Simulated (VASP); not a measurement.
# ZnS in VASP: single point with PBEsol

Aim: the single point of ZnS with PBEsol.

All numbers are computed with VASP 6.6.1; they aren't measurements. Logs are shortened: lines on timing, memory, paths and dates and some standing lists are left out, and cuts for length are marked.

## (1) The cell of the first run

The cell holds a slab with vacuum, 6 atoms: a = 3.788 Å, b = 3.788 Å, c = 23.696 Å, α = 90.00°, β = 90.00°, γ = 90.00°.

## (2) Single point, PBEsol

Contents of INCAR:

```
SYSTEM = ZnS
  ALGO = Normal
  DIPOL = 0.5 0.5 0.499
  EDIFF = 1E-6
  ENCUT = 400
  GGA = PS
  GGA_COMPAT = .FALSE.
  IDIPOL = 3
  ISIF = 2
  ISMEAR = 0
  LASPH = .TRUE.
  LCHARG = .TRUE.
  LDIPOL = .TRUE.
  LELF = .TRUE.
  LREAL = .FALSE.
  LVACPOTAV = .TRUE.
  LVHAR = .TRUE.
  LWAVE = .FALSE.
  NBANDS = 36
  NELM = 120
  NELMDL = -8
  PREC = Accurate
  SIGMA = 0.05
```

Contents of KPOINTS:

```
k-points
0
G
  7 7 1
  0 0 0
```

Contents of POSCAR:

```
ZnS
1.0
    3.7876303070      0.0000000000      0.0000000000
    0.0000000000      3.7876303070      0.0000000000
    0.0000000000      0.0000000000     23.6956476867
S Zn
3 3
Direct
    0.0000000000      0.5000000000      0.3587156643
    0.5000000000      0.0000000000      0.4717431329
    0.0000000000      0.5000000000      0.5861141889
    0.5000000000      0.5000000000      0.4152293986
    0.0000000000      0.0000000000      0.5237516686
    0.5000000000      0.5000000000      0.6384737769
```

Potentials or basis: VASP PAW PBE potentials, release 64 (S, Zn).

The run is started by

```console
> cat potpaw_PBE.64/S/POTCAR potpaw_PBE.64/Zn/POTCAR > POTCAR
> mpirun -np 1 vasp_std > vasp.out
```

OUTCAR:

```text
SYSTEM = ZnS
   EDIFF = 1E-6
   ENCUT = 400
   GGA = PS
   ISIF = 2
   ISMEAR = 0
   LASPH = .TRUE.
   LREAL = .FALSE.
   NELM = 120
   NELMDL = -8
   PREC = Accurate

 ion  position               nearest neighbor table
   1  0.000  0.500  0.359-   4 2.32   4 2.32
   2  0.500  0.000  0.472-   5 2.26   5 2.26   4 2.32   4 2.32
   3  0.000  0.500  0.586-   6 2.26   6 2.26   5 2.40   5 2.40
   4  0.500  0.500  0.415-   1 2.32   1 2.32   2 2.32   2 2.32
   5  0.000  0.000  0.524-   2 2.26   2 2.26   3 2.40   3 2.40
   6  0.500  0.500  0.638-   3 2.26   3 2.26

  LATTYP: Found a simple tetragonal cell.
 ALAT       =     3.7876303070
 C/A-ratio  =     6.2560613804

  Lattice vectors:

 A1 = (   3.7876303070,   0.0000000000,   0.0000000000)
 A2 = (   0.0000000000,   3.7876303070,   0.0000000000)
 A3 = (   0.0000000000,   0.0000000000,  23.6956476867)

Analysis of symmetry for initial positions (statically):
=====================================================================
 Subroutine PRICEL returns:
 Original cell was already a primitive cell.

 Routine SETGRP: Setting up the symmetry group for a
 simple tetragonal supercell.

 Subroutine GETGRP returns: Found  4 space group operations
 (whereof  4 operations were pure point group operations)
 out of a pool of 16 trial point group operations.

The static configuration has the point symmetry C_2v.

Analysis of symmetry for dynamics (positions and initial velocities):
=====================================================================
 Subroutine PRICEL returns:
 Original cell was already a primitive cell.

 Routine SETGRP: Setting up the symmetry group for a
 simple tetragonal supercell.

 Subroutine GETGRP returns: Found  4 space group operations
 (whereof  4 operations were pure point group operations)
 out of a pool of 16 trial point group operations.

The dynamic configuration has the point symmetry C_2v.

 Subroutine INISYM returns: Found  4 space group operations
 (whereof  4 operations are pure point group operations),
 and found     1 'primitive' translations

----------------------------------------------------------------------------------------

                                     Primitive cell

  volume of cell :     339.9412

  direct lattice vectors                    reciprocal lattice vectors
     3.787630307  0.000000000  0.000000000     0.264017319  0.000000000  0.000000000
     0.000000000  3.787630307  0.000000000     0.000000000  0.264017319  0.000000000
     0.000000000  0.000000000 23.695647687     0.000000000  0.000000000  0.042201843

  length of vectors
     3.787630307  3.787630307 23.695647687     0.264017319  0.264017319  0.042201843

  position of ions in fractional coordinates (direct lattice)
     0.000000000  0.500000000  0.358715664
     0.500000000  0.000000000  0.471743133
     0.000000000  0.500000000  0.586114189
     0.500000000  0.500000000  0.415229399
     0.000000000  0.000000000  0.523751669
     0.500000000  0.500000000  0.638473777

  ion indices of the primitive-cell ions
   primitive index   ion index
                 1           1
                 2           2
                 3           3
                 4           4
                 5           5
                 6           6

----------------------------------------------------------------------------------------

 KPOINTS: k-points

Automatic generation of k-mesh.
 Grid dimensions read from file:
 generate k-points for:    7    7    1

 Generating k-lattice:

  Cartesian coordinates                     Fractional coordinates (reciprocal lattice)
     0.037716760  0.000000000  0.000000000     0.142857143  0.000000000  0.000000000
     0.000000000  0.037716760  0.000000000     0.000000000  0.142857143  0.000000000
     0.000000000  0.000000000  0.042201843     0.000000000  0.000000000  1.000000000

  Length of vectors
     0.037716760  0.037716760  0.042201843

  Shift w.r.t. Gamma in fractional coordinates (k-lattice)
     0.000000000  0.000000000  0.000000000

 Subroutine IBZKPT returns following result:
 ===========================================

 Found     16 irreducible k-points:

 Following reciprocal coordinates:
            Coordinates               Weight
  0.000000  0.000000  0.000000      1.000000
  0.142857  0.000000  0.000000      2.000000
  0.000000  0.142857  0.000000      2.000000
  0.285714  0.000000  0.000000      2.000000
  0.000000  0.285714  0.000000      2.000000
  0.428571  0.000000  0.000000      2.000000
[... 8 lines left out ...]
 -0.285714  0.428571  0.000000      4.000000
  0.428571  0.428571  0.000000      4.000000
   k-points           NKPTS =     16   k-points in BZ     NKDIM =     16   number of bands    NBANDS=     36
   number of dos      NEDOS =    301   number of ions     NIONS =      6
   total plane-waves  NPLWV = 125440
   dimension x,y,z NGX =    28 NGY =   28 NGZ =  160
   dimension x,y,z NGXF=    56 NGYF=   56 NGZF=  320
   ions per type =               3   3
   NGX,Y,Z   is equivalent  to a cutoff of  12.29, 12.29, 11.23 a.u.
   NGXF,Y,Z  is equivalent  to a cutoff of  24.58, 24.58, 22.45 a.u.
 SYSTEM =  ZnS
   PREC   = accura    normal or accurate (medium, high low for compatibility)
   ISTART =      0    job   : 0-new  1-cont  2-samecut
   ICHARG =      2    charge: 1-file 2-atom 10-const
   ISPIN  =      1    spin polarized calculation?
   LNONCOLLINEAR =      F non collinear calculations
   LSORBIT =      F    spin-orbit coupling
   LASPH  =      T    aspherical Exc in radial PAW
   ENCUT  =  400.0 eV  29.40 Ry    5.42 a.u.   6.18  6.18 38.64*2*pi/ulx,y,z
   NELM   =    120;   NELMIN=  2; NELMDL= -8     # of ELM steps
   EDIFF  = 0.1E-05   stopping-criterion for ELM
   LREAL  =      F    real-space projection
   EDIFFG = 0.1E-04   stopping-criterion for IOM
   NSW    =      0    number of steps for IOM
   IBRION =     -1    ionic relax: 0-MD 1-quasi-New 2-CG
   NFREE  =      0    steps in history (QN), initial steepest desc. (CG)
   ISIF   =      2    stress and relaxation
   ISYM   =      2    0-nonsym 1-usesym 2-fastsym
   POTIM  = 0.5000    time-step for ionic-motion
   TEBEG  =    0.0;   TEEND  =   0.0 temperature during run
   PSTRESS=    0.0 pullay stress
   NELECT =      54.0000    total number of electrons
   NUPDOWN=      -1.0000    fix difference up-down
   EMIN   =  10.00;   EMAX   =-10.00  energy-range for DOS
   EFERMI =   0.00;   METHOD = LEGACY
   ISMEAR =     0;   SIGMA  =   0.05  broadening in eV -4-tet -1-fermi 0-gaus
   EFERMI_NEDOS =   21; number of points for ismear=-14 and -15
   IALGO  =     38    algorithm
   IMIX   =      4    mixing-type and parameters
     AMIX     =   0.40;   BMIX     =  1.00
     AMIX_MAG =   1.60;   BMIX_MAG =  1.00
  volume/ion in A,a.u.               =      56.66       382.34
  Fermi-wavevector in a.u.,A,eV,Ry     =   0.886621  1.675471 10.695504  0.786097
  Thomas-Fermi vector in A             =   2.007812
   LORBIT       =      0    0 simple, 1 ext, 2 COOP (PROOUT), +10 PAW based schemes
   GGA     = PS    functional components
   LHFCALC =     F    Hartree Fock is set to
   AEXX    =    0.0000 exact exchange contribution
   IVDW    =     0    specifies the selected vdW correction
   LEPSILON=     F    determine dielectric tensor
   LRPA    =     F    only Hartree local field effects (RPA)
 non-spin polarized calculation
 Gauss-broadening in eV      SIGMA  =   0.05
  energy-cutoff  :      400.00
  volume of cell :      339.94
 maximum number of plane-waves:      6224
 NGX is ok and might be reduce to    28
   NGX = 13   NGY = 13   NGZ = 77

 dipolmoment           0.000000      0.000000      0.000007 electrons x Angstroem

 number of electron      54.0000027 magnetization

 dipolmoment           0.000000      0.000000     -0.234069 electrons x Angstroem

 Free energy of the ion-electron system (eV)
  ---------------------------------------------------
  ext. energy  EPLUGINS =         0.00000000
  ---------------------------------------------------
  free energy    TOTEN  =       -18.93082968 eV

  energy without entropy =      -18.92833823  energy(sigma->0) =      -18.92958395

 E-fermi :  -2.6455     XC(G=0):  -4.1127

 val. band max:       -2.6774268896   @ k =   0.0000   0.0000   0.0000
 cond. band min:      -2.5990157883   @ k =   0.2857   0.1429   0.0000
 fundamental gap:      0.0784111013
 Fermi energy:        -2.6454837379

 k-point     1 :       0.0000    0.0000    0.0000
  band No.  band energies     occupation
      1     -17.0349      2.00000
      2     -16.1257      2.00000
      3     -14.0238      2.00000
      4     -10.6296      2.00000
      5     -10.6144      2.00000
      6     -10.2533      2.00000
[... 28 lines left out ...]
     35       2.7996      0.00000
     36       2.9085      0.00000

 k-point     2 :       0.1429    0.0000    0.0000
  band No.  band energies     occupation
      1     -16.9507      2.00000
      2     -16.0679      2.00000
      3     -13.9645      2.00000
      4     -10.6287      2.00000
      5     -10.5505      2.00000
      6     -10.2592      2.00000
[... 28 lines left out ...]
     35       2.8230      0.00000
     36       2.9599      0.00000

 k-point     3 :       0.0000    0.1429    0.0000
  band No.  band energies     occupation
      1     -16.9590      2.00000
      2     -16.0762      2.00000
      3     -13.9919      2.00000
      4     -10.6261      2.00000
      5     -10.5932      2.00000
      6     -10.2721      2.00000
[... 28 lines left out ...]
     35       2.8315      0.00000
     36       3.0933      0.00000
[... 430 lines left out ...]
 k-point    15 :      -0.2857    0.4286    0.0000
  band No.  band energies     occupation
      1     -16.3835      2.00000
      2     -15.6553      2.00000
      3     -13.6373      2.00000
      4     -10.5749      2.00000
      5     -10.3863      2.00000
      6     -10.3278      2.00000
[... 28 lines left out ...]
     35       3.9005      0.00000
     36       4.0345      0.00000

 k-point    16 :       0.4286    0.4286    0.0000
  band No.  band energies     occupation
      1     -16.2479      2.00000
      2     -15.5221      2.00000
      3     -13.4999      2.00000
      4     -10.5087      2.00000
      5     -10.4202      2.00000
      6     -10.2139      2.00000
[... 28 lines left out ...]
     35       3.6415      0.00000
     36       4.2559      0.00000

------------------------ aborting loop because EDIFF is reached ----------------------------------------

  FORCE on cell =-STRESS in cart. coord.  units (eV):
  Direction    XX          YY          ZZ          XY          YZ          ZX
  --------------------------------------------------------------------------------------
  -------------------------------------------------------------------------------------
  Total       -0.2962925     -1.9371707     -0.1800312      0.0000000      0.0000000      0.0000000
  in kB       -1.3964567     -9.1300828     -0.8485052      0.0000000      0.0000000      0.0000000
  external PRESSURE =      -3.7916816 kB  Pullay stress =       0.0000000 kB

 VOLUME and BASIS-vectors are now :
 -----------------------------------------------------------------------------
  energy-cutoff  :      400.00
  volume of cell :      339.94
      direct lattice vectors                 reciprocal lattice vectors
     3.787630307  0.000000000  0.000000000     0.264017319  0.000000000  0.000000000
     0.000000000  3.787630307  0.000000000     0.000000000  0.264017319  0.000000000
     0.000000000  0.000000000 23.695647687     0.000000000  0.000000000  0.042201843

 POSITION                                       TOTAL-FORCE (eV/Angst)
 -----------------------------------------------------------------------------------
      0.00000      1.89382      8.50000         0.000000      0.000000      0.621003
      1.89382      0.00000     11.17826         0.000000      0.000000      0.504559
      0.00000      1.89382     13.88836         0.000000      0.000000      0.008127
      1.89382      1.89382      9.83913         0.000000      0.000000     -1.168938
      0.00000      0.00000     12.41064         0.000000      0.000000      0.017097
      1.89382      1.89382     15.12905         0.000000      0.000000      0.018153
 -----------------------------------------------------------------------------------
    total drift:                                0.000000      0.000000     -0.001617

  FREE ENERGIE OF THE ION-ELECTRON SYSTEM (eV)
  ---------------------------------------------------
  free  energy   TOTEN  =       -18.9308296771 eV

  energy  without entropy=      -18.9283382253  energy(sigma->0) =      -18.92958395

 vacuum level on the upper side and lower side of the slab         1.459         4.410
```

Run time: 7.4 min. Hardware: 1 thread of Intel Xeon 8259CL, shared host; peak memory 0.4 GiB.

Results:

```
Free energy            : -18.9308 eV
Largest force          : 1.169 eV/Å
Band gap on the k mesh : 0.08 eV (least direct gap 0.10 eV)
```

Forces on the atoms (eV/Å):
```
S    0.000  0.000  0.621
S    0.000  0.000  0.505
S    0.000  0.000  0.008
Zn   0.000  0.000 -1.169
Zn   0.000  0.000  0.017
Zn   0.000  0.000  0.018
```

Caveat: semilocal functionals underestimate gaps, and a narrow one can read as zero; the PAW data sets were made with another functional, which shifts forces and pressure a little.
